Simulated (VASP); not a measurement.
# K2H3Au (P1) in VASP: single point with PBEsol

Aim: the single point of K2H3Au with PBEsol.

Program: VASP 6.6.1. These are calculated values, not measurements. Logs are shortened: lines on timing, memory, paths and dates and some standing lists are left out, and cuts for length are marked.

### 1 The cell of the first run

The typed cell holds 6 atoms: a = 5.586 Å, b = 5.902 Å, c = 5.642 Å, α = 57.92°, β = 63.51°, γ = 58.97°.

### 2 Single point, PBEsol

The input, INCAR:

```
SYSTEM = K2H3Au
  ALGO = Normal
  EDIFF = 1E-6
  ENCUT = 520
  GGA = PS
  ISIF = 2
  ISMEAR = -1
  LASPH = .True.
  LCHARG = .True.
  LELF = .True.
  LREAL = .False.
  LVHAR = .True.
  LWAVE = .False.
  NBANDS = 25
  NELM = 100
  PREC = Accurate
  SIGMA = 0.05
```

The input, KPOINTS:

```
k-points
0
Gamma
  4 4 4
  0 0 0
```

The input, POSCAR:

```
K2H3Au
1.0
    2.6895478657      1.8276247200      4.5418574310
   -2.9605581954      1.6403738188      4.8346105792
   -0.2959544871     -3.2721981780      4.5868271127
K H Au
2 3 1
Direct
    0.3652995164      0.1356991550      0.2934994701
    0.8643917336      0.6352679658      0.7939693839
   -0.1194944832      0.1200223426      0.2782056318
   -0.0676125250      0.6698476362      0.2275738830
    0.3294768342      0.0683358215     -0.1706870316
    0.1000472766     -0.0999459126      0.0587755917
```

Potentials or basis: VASP PAW PBE potentials, release 64 (K_sv, H, Au).

Run with:

```bash
> cat potpaw_PBE.64/K_sv/POTCAR potpaw_PBE.64/H/POTCAR potpaw_PBE.64/Au/POTCAR > POTCAR
> mpirun -np 1 vasp_std > vasp.out
```

OUTCAR:

```text
SYSTEM = K2H3Au
   EDIFF = 1E-6
   ENCUT = 520
   GGA = PS
   ISIF = 2
   ISMEAR = -1
   LASPH = .True.
   LREAL = .False.
   NELM = 100
   PREC = Accurate

 ion  position               nearest neighbor table
   1  0.365  0.136  0.293-   6 3.42   6 3.43   6 3.58   6 3.58   2 3.76   2 3.76
   2  0.864  0.635  0.794-   6 3.43   6 3.43   6 3.57   6 3.58   1 3.76   1 3.76
   3  0.881  0.120  0.278-   6 1.85
   4  0.932  0.670  0.228-   6 1.66
   5  0.329  0.068  0.829-   6 1.66
   6  0.100  0.900  0.059-   5 1.66   4 1.66   3 1.85   1 3.42   2 3.43   1 3.43   2 3.43   2 3.57
                             1 3.58   1 3.58   2 3.58

  LATTYP: Found a triclinic cell.
 ALAT       =     5.5941820843
 B/A-ratio  =     1.4780906292
 C/A-ratio  =     1.0085745491
 COS(alpha) =     0.0020017243
 COS(beta)  =     0.4482993528
 COS(gamma) =     0.7400454347

  Lattice vectors:

 A1 = (  -2.6646037083,   4.9125719968,   0.2477834665)
 A2 = (   0.0249441574,   6.7401967168,   4.7896408975)
 A3 = (   0.2959544871,   3.2721981780,  -4.5868271127)

Analysis of symmetry for initial positions (statically):
=====================================================================
 Subroutine PRICEL returns:
 Original cell was already a primitive cell.

 Routine SETGRP: Setting up the symmetry group for a
 triclinic supercell.

 Subroutine GETGRP returns: Found  1 space group operations
 (whereof  1 operations were pure point group operations)
 out of a pool of  2 trial point group operations.

The static configuration has the point symmetry C_1 .

Analysis of symmetry for dynamics (positions and initial velocities):
=====================================================================
 Subroutine PRICEL returns:
 Original cell was already a primitive cell.

 Routine SETGRP: Setting up the symmetry group for a
 triclinic supercell.

 Subroutine GETGRP returns: Found  1 space group operations
 (whereof  1 operations were pure point group operations)
 out of a pool of  2 trial point group operations.

The dynamic configuration has the point symmetry C_1 .

 Subroutine INISYM returns: Found  1 space group operations
 (whereof  1 operations are pure point group operations),
 and found     1 'primitive' translations

----------------------------------------------------------------------------------------

                                     Primitive cell

  volume of cell :     131.1923

  direct lattice vectors                    reciprocal lattice vectors
     2.689547866  1.827624720  4.541857431     0.177936654  0.092602583  0.077542743
    -2.960558195  1.640373819  4.834610579    -0.177181588  0.104279568  0.062959802
    -0.295954487 -3.272198178  4.586827113     0.010560910 -0.201607519  0.074872190

  length of vectors
     5.585906262  5.901626093  5.642149673     0.215057127  0.215015069  0.215320620

  position of ions in fractional coordinates (direct lattice)
     0.365299516  0.135699155  0.293499470
     0.864391734  0.635267966  0.793969384
     0.880505517  0.120022343  0.278205632
     0.932387475  0.669847636  0.227573883
     0.329476834  0.068335821  0.829312968
     0.100047277  0.900054087  0.058775592

  ion indices of the primitive-cell ions
   primitive index   ion index
                 1           1
                 2           2
                 3           3
                 4           4
                 5           5
                 6           6

----------------------------------------------------------------------------------------

 KPOINTS: k-points

Automatic generation of k-mesh.
 Grid dimensions read from file:
 generate k-points for:    4    4    4

 Generating k-lattice:

  Cartesian coordinates                     Fractional coordinates (reciprocal lattice)
     0.044484163  0.023150646  0.019385686     0.250000000  0.000000000  0.000000000
    -0.044295397  0.026069892  0.015739951    -0.000000000  0.250000000 -0.000000000
     0.002640227 -0.050401880  0.018718048     0.000000000  0.000000000  0.250000000

  Length of vectors
     0.053764282  0.053753767  0.053830155

  Shift w.r.t. Gamma in fractional coordinates (k-lattice)
     0.000000000  0.000000000  0.000000000

 Subroutine IBZKPT returns following result:
 ===========================================

 Found     36 irreducible k-points:

 Following reciprocal coordinates:
            Coordinates               Weight
  0.000000  0.000000  0.000000      1.000000
  0.250000  0.000000 -0.000000      2.000000
  0.500000  0.000000 -0.000000      1.000000
 -0.000000  0.250000 -0.000000      2.000000
  0.250000  0.250000 -0.000000      2.000000
  0.500000  0.250000 -0.000000      2.000000
[... 16 lines left out ...]
 -0.000000 -0.250000  0.250000      2.000000
  0.250000 -0.250000  0.250000      2.000000
 [... further k-points ...]
   k-points           NKPTS =     36   k-points in BZ     NKDIM =     36   number of bands    NBANDS=     25
   number of dos      NEDOS =    301   number of ions     NIONS =      6
   total plane-waves  NPLWV =  84672
   dimension x,y,z NGX =    42 NGY =   48 NGZ =   42
   dimension x,y,z NGXF=    84 NGYF=   96 NGZF=   84
   ions per type =               2   3   1
   NGX,Y,Z   is equivalent  to a cutoff of  12.50, 13.52, 12.38 a.u.
   NGXF,Y,Z  is equivalent  to a cutoff of  25.00, 27.04, 24.75 a.u.
 SYSTEM =  K2H3Au
   PREC   = accura    normal or accurate (medium, high low for compatibility)
   ISTART =      0    job   : 0-new  1-cont  2-samecut
   ICHARG =      2    charge: 1-file 2-atom 10-const
   ISPIN  =      1    spin polarized calculation?
   LNONCOLLINEAR =      F non collinear calculations
   LSORBIT =      F    spin-orbit coupling
   LASPH  =      T    aspherical Exc in radial PAW
   ENCUT  =  520.0 eV  38.22 Ry    6.18 a.u.  10.39 10.97 10.49*2*pi/ulx,y,z
   NELM   =    100;   NELMIN=  2; NELMDL= -5     # of ELM steps
   EDIFF  = 0.1E-05   stopping-criterion for ELM
   LREAL  =      F    real-space projection
   EDIFFG = 0.1E-04   stopping-criterion for IOM
   NSW    =      0    number of steps for IOM
   IBRION =     -1    ionic relax: 0-MD 1-quasi-New 2-CG
   NFREE  =      0    steps in history (QN), initial steepest desc. (CG)
   ISIF   =      2    stress and relaxation
   ISYM   =      2    0-nonsym 1-usesym 2-fastsym
   POTIM  = 0.5000    time-step for ionic-motion
   TEBEG  =    0.0;   TEEND  =   0.0 temperature during run
   PSTRESS=    0.0 pullay stress
   NELECT =      32.0000    total number of electrons
   NUPDOWN=      -1.0000    fix difference up-down
   EMIN   =  10.00;   EMAX   =-10.00  energy-range for DOS
   EFERMI =   0.00;   METHOD = LEGACY
   ISMEAR =    -1;   SIGMA  =   0.05  broadening in eV -4-tet -1-fermi 0-gaus
   EFERMI_NEDOS =   21; number of points for ismear=-14 and -15
   IALGO  =     38    algorithm
   IMIX   =      4    mixing-type and parameters
     AMIX     =   0.40;   BMIX     =  1.00
     AMIX_MAG =   1.60;   BMIX_MAG =  1.00
  volume/ion in A,a.u.               =      21.87       147.55
  Fermi-wavevector in a.u.,A,eV,Ry     =   1.022874  1.932951 14.235379  1.046271
  Thomas-Fermi vector in A             =   2.156577
   LORBIT       =      0    0 simple, 1 ext, 2 COOP (PROOUT), +10 PAW based schemes
   GGA     = PS    functional components
   LHFCALC =     F    Hartree Fock is set to
   AEXX    =    0.0000 exact exchange contribution
   IVDW    =     0    specifies the selected vdW correction
   LEPSILON=     F    determine dielectric tensor
   LRPA    =     F    only Hartree local field effects (RPA)
 non-spin polarized calculation
  energy-cutoff  :      520.00
  volume of cell :      131.19
 maximum number of plane-waves:      3553
 NGX is ok and might be reduce to    42
   NGX = 21   NGY = 21   NGZ = 21

 number of electron      32.0000001 magnetization

 Free energy of the ion-electron system (eV)
  ---------------------------------------------------
  ext. energy  EPLUGINS =         0.00000000
  ---------------------------------------------------
  free energy    TOTEN  =       -17.26474321 eV

  energy without entropy =      -17.26473027  energy(sigma->0) =      -17.26473674

 E-fermi :   0.8174     XC(G=0):  -7.5452

 val. band max:        0.3373289974   @ k =   0.2500   0.0000   0.2500
 cond. band min:       1.2071247554   @ k =   0.5000   0.0000   0.5000
 fundamental gap:      0.8697957580
 Fermi energy:         0.8174277679

 k-point     1 :       0.0000    0.0000    0.0000
  band No.  band energies     occupation
      1     -29.7433      2.00000
      2     -29.7057      2.00000
      3     -13.4382      2.00000
      4     -13.3555      2.00000
      5     -13.3490      2.00000
      6     -13.2920      2.00000
[... 17 lines left out ...]
     24       7.2782      0.00000
     25       7.3102      0.00000

 k-point     2 :       0.2500    0.0000   -0.0000
  band No.  band energies     occupation
      1     -29.7376      2.00000
      2     -29.7110      2.00000
      3     -13.4055      2.00000
      4     -13.3496      2.00000
      5     -13.3412      2.00000
      6     -13.3078      2.00000
[... 17 lines left out ...]
     24       6.9227      0.00000
     25       7.1199      0.00000

 k-point     3 :       0.5000    0.0000   -0.0000
  band No.  band energies     occupation
      1     -29.7253      2.00000
      2     -29.7229      2.00000
      3     -13.3515      2.00000
      4     -13.3366      2.00000
      5     -13.3311      2.00000
      6     -13.3268      2.00000
[... 17 lines left out ...]
     24       6.7992      0.00000
     25       6.9744      0.00000

 k-point     4 :      -0.0000    0.2500   -0.0000
  band No.  band energies     occupation
      1     -29.7376      2.00000
      2     -29.7110      2.00000
      3     -13.4055      2.00000
      4     -13.3496      2.00000
      5     -13.3412      2.00000
      6     -13.3079      2.00000
[... 17 lines left out ...]
     24       6.9274      0.00000
     25       7.1188      0.00000

 k-point     5 :       0.2500    0.2500   -0.0000
  band No.  band energies     occupation
      1     -29.7392      2.00000
      2     -29.7093      2.00000
      3     -13.4505      2.00000
      4     -13.3620      2.00000
      5     -13.3361      2.00000
      6     -13.2879      2.00000
[... 17 lines left out ...]
     24       7.3363      0.00000
     25       7.4058      0.00000

 k-point     6 :       0.5000    0.2500   -0.0000
  band No.  band energies     occupation
      1     -29.7319      2.00000
      2     -29.7162      2.00000
      3     -13.4291      2.00000
      4     -13.3760      2.00000
      5     -13.3591      2.00000
      6     -13.2973      2.00000
[... 17 lines left out ...]
     24       7.1818      0.00000
     25       7.4110      0.00000
[... 393 lines left out ...]
 k-point    21 :       0.5000    0.5000    0.2500
  band No.  band energies     occupation
      1     -29.7319      2.00000
      2     -29.7162      2.00000
      3     -13.4290      2.00000
      4     -13.3760      2.00000
      5     -13.3594      2.00000
      6     -13.2975      2.00000
[... 17 lines left out ...]
     24       7.1933      0.00000
     25       7.4129      0.00000

 k-point    22 :      -0.2500    0.5000    0.2500
  band No.  band energies     occupation
      1     -29.7254      2.00000
      2     -29.7227      2.00000
      3     -13.4147      2.00000
      4     -13.3912      2.00000
      5     -13.3199      2.00000
      6     -13.2993      2.00000
[... 17 lines left out ...]
     24       7.1029      0.00000
     25       7.3393      0.00000

 k-point    23 :      -0.0000   -0.2500    0.2500
  band No.  band energies     occupation
      1     -29.7274      2.00000
      2     -29.7208      2.00000
      3     -13.3978      2.00000
      4     -13.3447      2.00000
      5     -13.3353      2.00000
      6     -13.2878      2.00000
[... 17 lines left out ...]
     24       6.6155      0.00000
     25       7.4093      0.00000

 k-point    24 :       0.2500   -0.2500    0.2500
  band No.  band energies     occupation
      1     -29.7276      2.00000
      2     -29.7204      2.00000
      3     -13.4509      2.00000
      4     -13.3905      2.00000
      5     -13.3631      2.00000
      6     -13.2783      2.00000
[... 17 lines left out ...]
     24       7.5222      0.00000
     25       7.7552      0.00000

 [... further k-points ...]
[... 5 lines left out ...]
  --------------------------------------------------------------------------------------
  -------------------------------------------------------------------------------------
  Total       -0.0353792     -0.0388018     -0.0109585      0.0006757     -0.0079074     -0.0007488
  in kB       -0.4320661     -0.4738641     -0.1338304      0.0082524     -0.0965685     -0.0091443
  external PRESSURE =      -0.3465869 kB  Pullay stress =       0.0000000 kB

 VOLUME and BASIS-vectors are now :
 -----------------------------------------------------------------------------
  energy-cutoff  :      520.00
  volume of cell :      131.19
      direct lattice vectors                 reciprocal lattice vectors
     2.689547866  1.827624720  4.541857431     0.177936654  0.092602583  0.077542743
    -2.960558195  1.640373819  4.834610579    -0.177181588  0.104279568  0.062959802
    -0.295954487 -3.272198178  4.586827113     0.010560910 -0.201607519  0.074872190

 POSITION                                       TOTAL-FORCE (eV/Angst)
 -----------------------------------------------------------------------------------
      0.49388     -0.07016      3.66142        -0.000490     -0.000506     -0.000422
      0.20910      0.02384     10.63902         0.001324      0.000453     -0.000242
      1.93049      0.89577      5.85547         0.001672      0.001542     -0.002781
      0.45723      2.05819      8.51707        -0.000116      0.005207     -0.001920
      0.43839     -1.99942      5.63073         0.000800      0.000831     -0.003901
     -2.41298      1.46695      5.07540        -0.003189     -0.007526      0.009267
 -----------------------------------------------------------------------------------
    total drift:                               -0.000176     -0.000026      0.000116

  FREE ENERGIE OF THE ION-ELECTRON SYSTEM (eV)
  ---------------------------------------------------
  free  energy   TOTEN  =       -17.2647432108 eV

  energy  without entropy=      -17.2647302678  energy(sigma->0) =      -17.26473674
```

Run time: 2.3 min. Hardware: 1 thread of Intel Xeon Platinum 8488C (Sapphire Rapids), shared host; peak memory 0.32 GiB.

What came out:

```
Free energy            : -17.2647 eV
Pressure               : 0.0 GPa
Largest force          : 0.012 eV/Å
Band gap on the k mesh : 0.87 eV (least direct gap 0.88 eV)
```

Forces in eV/Å, atoms in the order of the input:
```
K    0.000 -0.001  0.000
K    0.001  0.000  0.000
H    0.002  0.002 -0.003
H    0.000  0.005 -0.002
H    0.001  0.001 -0.004
Au  -0.003 -0.008  0.009
```

Caveat: the PAW data sets were made with another functional, which shifts forces and pressure a little; spin-orbit coupling is left out, which moves the levels of the heavy elements.
